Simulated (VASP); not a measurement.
# W (Im-3m) in VASP: single point with PBEsol

Aim: the single point of W with PBEsol.

All numbers are computed with VASP 6.6.1; they aren't measurements. Logs are shortened: lines on timing, memory, paths and dates and some standing lists are left out, and cuts for length are marked.

**1. The cell of the first run**

Symmetry: Im-3m, No. 229, cubic system. Conventional cell: a = 3.155 Å, b = 3.155 Å, c = 3.155 Å, α = 90.00°, β = 90.00°, γ = 90.00°. Within 3.6 Å of W (site symmetry m-3m) lie 14 W at 2.73 to 3.15 Å.

**2. Single point, PBEsol**

Contents of INCAR:

```
SYSTEM = W
ALGO = Normal ; EDIFF = 1E-6
ENCUT = 520 ; GGA = PS
ISIF = 2 ; ISMEAR = 0
LASPH = .True. ; LCHARG = .False.
LREAL = .False. ; LWAVE = .False.
NBANDS = 13 ; NELM = 60
PREC = Accurate ; SIGMA = 0.1
```

Contents of KPOINTS:

```
k-points
0
Gamma
  18 18 18
  0 0 0
```

Contents of POSCAR:

```
W
1.0
   -1.5772668767      1.5772668767      1.5772668767
    1.5772668767     -1.5772668767      1.5772668767
    1.5772668767      1.5772668767     -1.5772668767
W
1
Direct
    0.0000000000      0.0000000000      0.0000000000
```

Potentials or basis: VASP PAW PBE potentials, release 64 (W_sv).

The run is started by

```console
$ cat potpaw_PBE.64/W_sv/POTCAR > POTCAR
$ mpirun -np 1 vasp_std > vasp.out
```

OUTCAR:

```text
SYSTEM = W
   EDIFF = 1E-6
   ENCUT = 520
   GGA = PS
   ISIF = 2
   ISMEAR = 0
   LASPH = .True.
   LREAL = .False.
   NELM = 60
   PREC = Accurate

 ion  position               nearest neighbor table
   1  0.000  0.000  0.000-

  LATTYP: Found a body centered cubic cell.
 ALAT       =     3.1545337534

  Lattice vectors:

 A1 = (  -1.5772668767,   1.5772668767,   1.5772668767)
 A2 = (   1.5772668767,  -1.5772668767,   1.5772668767)
 A3 = (   1.5772668767,   1.5772668767,  -1.5772668767)

Analysis of symmetry for initial positions (statically):
=====================================================================
 Subroutine PRICEL returns:
 Original cell was already a primitive cell.

 Routine SETGRP: Setting up the symmetry group for a
 body centered cubic supercell.

 Subroutine GETGRP returns: Found 48 space group operations
 (whereof 48 operations were pure point group operations)
 out of a pool of 48 trial point group operations.

The static configuration has the point symmetry O_h .

Analysis of symmetry for dynamics (positions and initial velocities):
=====================================================================
 Subroutine PRICEL returns:
 Original cell was already a primitive cell.

 Routine SETGRP: Setting up the symmetry group for a
 body centered cubic supercell.

 Subroutine GETGRP returns: Found 48 space group operations
 (whereof 48 operations were pure point group operations)
 out of a pool of 48 trial point group operations.

The dynamic configuration has the point symmetry O_h .

 Subroutine INISYM returns: Found 48 space group operations
 (whereof 48 operations are pure point group operations),
 and found     1 'primitive' translations

----------------------------------------------------------------------------------------

                                     Primitive cell

  volume of cell :      15.6955

  direct lattice vectors                    reciprocal lattice vectors
    -1.577266877  1.577266877  1.577266877     0.000000000  0.317004058  0.317004058
     1.577266877 -1.577266877  1.577266877     0.317004058  0.000000000  0.317004058
     1.577266877  1.577266877 -1.577266877     0.317004058  0.317004058  0.000000000

  length of vectors
     2.731906368  2.731906368  2.731906368     0.448311438  0.448311438  0.448311438

  position of ions in fractional coordinates (direct lattice)
     0.000000000  0.000000000  0.000000000

  ion indices of the primitive-cell ions
   primitive index   ion index
                 1           1

----------------------------------------------------------------------------------------

 KPOINTS: k-points

Automatic generation of k-mesh.
 Grid dimensions read from file:
 generate k-points for:   18   18   18

 Generating k-lattice:

  Cartesian coordinates                     Fractional coordinates (reciprocal lattice)
     0.000000000  0.017611337  0.017611337     0.055555556  0.000000000  0.000000000
     0.017611337  0.000000000  0.017611337     0.000000000  0.055555556  0.000000000
     0.017611337  0.017611337  0.000000000     0.000000000  0.000000000  0.055555556

  Length of vectors
     0.024906191  0.024906191  0.024906191

  Shift w.r.t. Gamma in fractional coordinates (k-lattice)
     0.000000000  0.000000000  0.000000000

 Subroutine IBZKPT returns following result:
 ===========================================

 Found    195 irreducible k-points:

 Following reciprocal coordinates:
            Coordinates               Weight
  0.000000  0.000000  0.000000      1.000000
  0.055556  0.000000  0.000000     12.000000
  0.111111  0.000000  0.000000     12.000000
  0.166667  0.000000  0.000000     12.000000
  0.222222  0.000000  0.000000     12.000000
  0.277778  0.000000  0.000000     12.000000
[... 16 lines left out ...]
  0.333333  0.111111  0.000000     48.000000
  0.388889  0.111111  0.000000     48.000000
 [... further k-points ...]
   k-points           NKPTS =    195   k-points in BZ     NKDIM =    195   number of bands    NBANDS=     13
   number of dos      NEDOS =    301   number of ions     NIONS =      1
   total plane-waves  NPLWV =   8000
   dimension x,y,z NGX =    20 NGY =   20 NGZ =   20
   dimension x,y,z NGXF=    40 NGYF=   40 NGZF=   40
   ions per type =               1
   NGX,Y,Z   is equivalent  to a cutoff of  12.17, 12.17, 12.17 a.u.
   NGXF,Y,Z  is equivalent  to a cutoff of  24.34, 24.34, 24.34 a.u.
 SYSTEM =  W
   PREC   = accura    normal or accurate (medium, high low for compatibility)
   ISTART =      0    job   : 0-new  1-cont  2-samecut
   ICHARG =      2    charge: 1-file 2-atom 10-const
   ISPIN  =      1    spin polarized calculation?
   LNONCOLLINEAR =      F non collinear calculations
   LSORBIT =      F    spin-orbit coupling
   LASPH  =      T    aspherical Exc in radial PAW
   ENCUT  =  520.0 eV  38.22 Ry    6.18 a.u.   5.08  5.08  5.08*2*pi/ulx,y,z
   NELM   =     60;   NELMIN=  2; NELMDL= -5     # of ELM steps
   EDIFF  = 0.1E-05   stopping-criterion for ELM
   LREAL  =      F    real-space projection
   EDIFFG = 0.1E-04   stopping-criterion for IOM
   NSW    =      0    number of steps for IOM
   IBRION =     -1    ionic relax: 0-MD 1-quasi-New 2-CG
   NFREE  =      0    steps in history (QN), initial steepest desc. (CG)
   ISIF   =      2    stress and relaxation
   ISYM   =      2    0-nonsym 1-usesym 2-fastsym
   POTIM  = 0.5000    time-step for ionic-motion
   TEBEG  =    0.0;   TEEND  =   0.0 temperature during run
   PSTRESS=    0.0 pullay stress
   NELECT =      14.0000    total number of electrons
   NUPDOWN=      -1.0000    fix difference up-down
   EMIN   =  10.00;   EMAX   =-10.00  energy-range for DOS
   EFERMI =   0.00;   METHOD = LEGACY
   ISMEAR =     0;   SIGMA  =   0.10  broadening in eV -4-tet -1-fermi 0-gaus
   EFERMI_NEDOS =   21; number of points for ismear=-14 and -15
   IALGO  =     38    algorithm
   IMIX   =      4    mixing-type and parameters
     AMIX     =   0.40;   BMIX     =  1.00
     AMIX_MAG =   1.60;   BMIX_MAG =  1.00
  volume/ion in A,a.u.               =      15.70       105.92
  Fermi-wavevector in a.u.,A,eV,Ry     =   1.575889  2.977999 33.789070  2.483427
  Thomas-Fermi vector in A             =   2.676805
   LORBIT       =      0    0 simple, 1 ext, 2 COOP (PROOUT), +10 PAW based schemes
   GGA     = PS    functional components
   LHFCALC =     F    Hartree Fock is set to
   AEXX    =    0.0000 exact exchange contribution
   IVDW    =     0    specifies the selected vdW correction
   LEPSILON=     F    determine dielectric tensor
   LRPA    =     F    only Hartree local field effects (RPA)
 non-spin polarized calculation
 Gauss-broadening in eV      SIGMA  =   0.10
  energy-cutoff  :      520.00
  volume of cell :       15.70
 maximum number of plane-waves:       434
   NGX = 11   NGY = 11   NGZ = 11

 number of electron      14.0000005 magnetization

 Free energy of the ion-electron system (eV)
  ---------------------------------------------------
  ext. energy  EPLUGINS =         0.00000000
  ---------------------------------------------------
  free energy    TOTEN  =       -13.80153166 eV

  energy without entropy =      -13.79809787  energy(sigma->0) =      -13.79981476

 E-fermi :  11.4104     XC(G=0): -13.8170

 val. band max:       11.4018437204   @ k =  -0.1667   0.1667   0.0556
 cond. band min:      11.4112246211   @ k =  -0.2778   0.3333   0.2222
 fundamental gap:      0.0093809008
 Fermi energy:        11.4103574702

 k-point     1 :       0.0000    0.0000    0.0000
  band No.  band energies     occupation
      1     -62.7127      2.00000
      2     -26.2557      2.00000
      3     -26.2557      2.00000
      4     -26.2557      2.00000
      5       1.7103      2.00000
      6      10.1679      2.00000
      7      10.1679      2.00000
      8      10.1679      2.00000
      9      13.6784      0.00000
     10      13.6784      0.00000
     11      25.9823      0.00000
     12      25.9823      0.00000
     13      25.9823      0.00000

 k-point     2 :       0.0556    0.0000    0.0000
  band No.  band energies     occupation
      1     -62.7085      2.00000
      2     -26.2995      2.00000
      3     -26.2693      2.00000
      4     -26.2560      2.00000
      5       1.8624      2.00000
      6      10.0747      2.00000
      7      10.1474      2.00000
      8      10.3146      2.00000
      9      13.5273      0.00000
     10      13.6791      0.00000
     11      26.1139      0.00000
     12      26.2405      0.00000
     13      26.3619      0.00000

 k-point     3 :       0.1111    0.0000    0.0000
  band No.  band energies     occupation
      1     -62.6963      2.00000
      2     -26.4242      2.00000
      3     -26.3083      2.00000
      4     -26.2566      2.00000
      5       2.3015      2.00000
      6       9.8174      2.00000
      7      10.0577      2.00000
      8      10.7499      2.00000
      9      13.2050      0.00000
     10      13.6888      0.00000
     11      26.4458      0.00000
     12      26.9911      0.00000
     13      27.3332      0.00000
[... 305 lines left out ...]
 k-point    23 :       0.3333    0.1111    0.0000
  band No.  band energies     occupation
      1     -62.5833      2.00000
      2     -27.4188      2.00000
      3     -26.6809      2.00000
      4     -26.3213      2.00000
      5       5.5232      2.00000
      6       8.0972      2.00000
      7      10.1041      2.00000
      8      13.3751      0.00000
      9      14.5725      0.00000
     10      16.8879      0.00000
     11      23.5554      0.00000
     12      24.8732      0.00000
     13      29.4179      0.00000

 k-point    24 :       0.3889    0.1111    0.0000
  band No.  band energies     occupation
      1     -62.5717      2.00000
      2     -27.5103      2.00000
      3     -26.7261      2.00000
      4     -26.3229      2.00000
      5       5.5120      2.00000
      6       7.9539      2.00000
      7      10.8497      2.00000
      8      13.4593      0.00000
      9      14.8105      0.00000
     10      17.9526      0.00000
     11      22.4703      0.00000
     12      24.0529      0.00000
     13      28.3902      0.00000

 [... further k-points ...]

------------------------ aborting loop because EDIFF is reached ----------------------------------------

  FORCE on cell =-STRESS in cart. coord.  units (eV):
  Direction    XX          YY          ZZ          XY          YZ          ZX
  --------------------------------------------------------------------------------------
  -------------------------------------------------------------------------------------
  Total        0.0574159      0.0574159      0.0574159     -0.0000000      0.0000000     -0.0000000
  in kB        5.8609403      5.8609403      5.8609403     -0.0000000      0.0000000     -0.0000000
  external PRESSURE =       5.8609403 kB  Pullay stress =       0.0000000 kB

 VOLUME and BASIS-vectors are now :
 -----------------------------------------------------------------------------
  energy-cutoff  :      520.00
  volume of cell :       15.70
      direct lattice vectors                 reciprocal lattice vectors
    -1.577266877  1.577266877  1.577266877     0.000000000  0.317004058  0.317004058
     1.577266877 -1.577266877  1.577266877     0.317004058  0.000000000  0.317004058
     1.577266877  1.577266877 -1.577266877     0.317004058  0.317004058  0.000000000

 POSITION                                       TOTAL-FORCE (eV/Angst)
 -----------------------------------------------------------------------------------
      0.00000      0.00000      0.00000        -0.000000      0.000000      0.000000
 -----------------------------------------------------------------------------------
    total drift:                                0.000000     -0.000000      0.000000

  FREE ENERGIE OF THE ION-ELECTRON SYSTEM (eV)
  ---------------------------------------------------
  free  energy   TOTEN  =       -13.8015316553 eV

  energy  without entropy=      -13.7980978683  energy(sigma->0) =      -13.79981476
```

Wall time 42 s (1 thread of Intel Xeon 8259CL, shared host); peak memory 0.15 GiB.

What came out:

```yaml
Free_energy: -13.8015 eV
Pressure: 0.6 GPa
Band_gap_on_the_k_mesh: zero (band 7 reaches 16.67 eV, above the bottom of band 8 at 10.17 eV)
```

Levels at points of the mesh, in eV from the Fermi level:
| k point | band 3 | band 4 | band 5 | band 6 | band 7 | band 8 | band 9 | band 10 | band 11 | band 12 |
| --- | --- | --- | --- | --- | --- | --- | --- | --- | --- | --- |
| (0.00, 0.00, 0.00) | -37.67 | -37.67 | -9.70 | -1.24 | -1.24 | -1.24 | 2.27 | 2.27 | 14.57 | 14.57 |
| (0.50, 0.00, 0.00) | -38.10 | -37.67 | -6.35 | -3.61 | 0.74 | 2.17 | 3.16 | 6.27 | 11.24 | 11.53 |
| (0.50, 0.50, 0.50) | -38.60 | -38.60 | -5.92 | -5.92 | 5.26 | 5.26 | 5.26 | 8.34 | 8.34 | 8.34 |

Caveat: the PAW data sets were made with another functional, which shifts forces and pressure a little; spin-orbit coupling is left out, which moves the levels of the heavy elements.
